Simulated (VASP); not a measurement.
## Pd: relaxation of cell and atoms with PBE

Pd:

```
CELL_PARAMETERS angstrom
-1.39402 1.39402 1.39402
1.39402 -1.39402 1.39402
1.39402 1.39402 -1.39402
ATOMIC_POSITIONS crystal
Pd 0.00000 0.00000 0.00000
```

This isn't the form of Pd at room conditions, which is fcc.

| Property | Result |
| --- | --- |
| Program | VASP 6.6.1 |
| Task | relaxation of cell and atoms |
| Functional | PBE |
| Potentials or basis | VASP PAW PBE potentials, release 64 (Pd) |
| Cutoff | 600 eV |
| k mesh | 19 × 19 × 19 |
| Occupations | fermi-dirac, width 0.05 eV |
| Spin | no spin polarisation |
| Target pressure | 150 GPa |
| Dipole correction | no |
| Further INCAR settings | ALGO = Normal; EDIFF = 1e-06; IBRION = 2; EDIFFG = -0.005; NSW = 32; ISIF = 3 |

```
Relaxed volume                                             : 10.83 Å³/atom
Relaxed cell                                               : a = 2.414 Å, b = 2.414 Å, c = 2.414 Å, α = 109.47°, β = 109.47°, γ = 109.47°
Space group after relaxing (to 0.1 Å)                      : Im-3m (No. 229)
Energy change on relaxing (the run minimises the enthalpy) : +6.8 meV/atom
Ionic steps                                                : 3
Pressure after relaxing                                    : 150.1 GPa
Band gap on the k mesh                                     : zero (bands 5 and 6 overlap by 2.84 eV)
```

Step by step:
```csv
step,energy change (eV),largest force (eV/Å),pressure (GPa),volume (Å³)
1,0.0000,0.0000,149.46,10.84
2,0.0537,0.0000,153.74,10.78
3,0.0068,0.0000,150.07,10.83
```

Final structure:
```
Pd
1.0
    -1.39371    1.39371    1.39371
     1.39371   -1.39371    1.39371
     1.39371    1.39371   -1.39371
Pd
1
Direct
  0.00000 0.00000 0.00000
```

Levels at points of the mesh, in eV from the Fermi level:
```tsv
k point	band 1	band 2	band 3	band 4	band 5	band 6	band 7	band 8	band 9
(0.00, 0.00, 0.00)	-9.74	-4.74	-4.74	-4.74	-1.61	-1.61	19.54	19.54	19.54
```

Wall time 32 s on 1 thread of AMD EPYC 7R13 Processor (Zen 3), on a shared host, peak memory 0.12 GiB.

Caveat: the cell is relaxed towards a set pressure, so the run minimises the enthalpy, not the energy.
